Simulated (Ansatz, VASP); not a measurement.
Given: the input of a run of Ansatz 0.2.0 on NbAs.

input.yaml

```yaml
crystal:
  lattice:
    - [-1.72585, 1.72585, 5.84]
    - [1.72585, -1.72585, 5.84]
    - [1.72585, 1.72585, -5.84]
  atoms:
    - { symbol: Nb, position: [0.5, 0.0, 0.5] }
    - { symbol: Nb, position: [0.75, 0.75, 0.0] }
    - { symbol: As, position: [0.916, 0.416, 0.5] }
    - { symbol: As, position: [0.166, 0.166, 0.0] }
kpoints:
  mp_grid: { grid: [7, 7, 7] }
scf:
  occupations: { method: fermi_dirac, width: 0.03 }
hamiltonian:
  xc: pbesol
  pseudopotentials: { kind: all_electron, lapw: { basis_error: 0.002 } }
output:
  forces: true
  stress: true
  eigenvalues: true
```

Potentials or basis: all-electron LAPW, scalar-relativistic.

Run with:

```console
$ ansatz run input.yaml --threads 2 --pin off --max-ram 8192MiB --backend cpu --events-out ev --progress --plain --runs-dir out
```

Task: Translate it to VASP 6.6.1. Potentials there: VASP PAW PBE potentials, release 64 (Nb_sv, As).

Result: As run (the cutoff follows the program's own potentials):

The input INCAR:

```
SYSTEM = NbAs
  PREC = Accurate
  ENCUT = 520
  EDIFF = 1E-6
  ISMEAR = -1
  SIGMA = 0.03
  LREAL = .False.
  LASPH = .True.
  NELM = 60
  ALGO = Normal
  ISIF = 2
  LWAVE = .False.
  LCHARG = .False.
  GGA = PS
  NBANDS = 26
```

File KPOINTS:

```
Automatic mesh
0
Gamma
  7 7 7
  0 0 0
```

POSCAR

```
NbAs
1.0
   -1.7258500000      1.7258500000      5.8400000000
    1.7258500000     -1.7258500000      5.8400000000
    1.7258500000      1.7258500000     -5.8400000000
Nb As
2 2
Direct
    0.5000000000      0.0000000000      0.5000000000
    0.7500000000      0.7500000000      0.0000000000
    0.9160000000      0.4160000000      0.5000000000
    0.1660000000      0.1660000000      0.0000000000
```

Potentials or basis: VASP PAW PBE potentials, release 64 (Nb_sv, As).

The run is started by

```console
$ cat potpaw_PBE.64/Nb_sv/POTCAR potpaw_PBE.64/As/POTCAR > POTCAR
$ mpirun -np 1 vasp_std > vasp.out
```

Both were run:

|  | VASP | Ansatz | Ansatz less VASP |
| --- | --- | --- | --- |
| gap on the k mesh at the Fermi level (eV) | none | none | - |
| pressure (GPa) | -2.1 | -2.3 | -0.15 |
| traceless stress, the component that is largest in VASP (GPa) | 0.79 | 0.83 | +0.040 |
| rms of the force components (eV/Å) | 0.173 | 0.172 | -0.0014 |

VASP's potentials were made for PBE, not for PBEsol. Atom by atom the forces differ by 0.001 eV/Å (rms over components). A gap of «none» marks a metal or a gap that the smearing closes. Ansatz ran all-electron here, and VASP with PAW potentials.

The k mesh is coarse, so the values compare programs but aren't converged. Noted on Ansatz's run: the k mesh is thin for a metal, which can move the energy by tens of meV per atom.
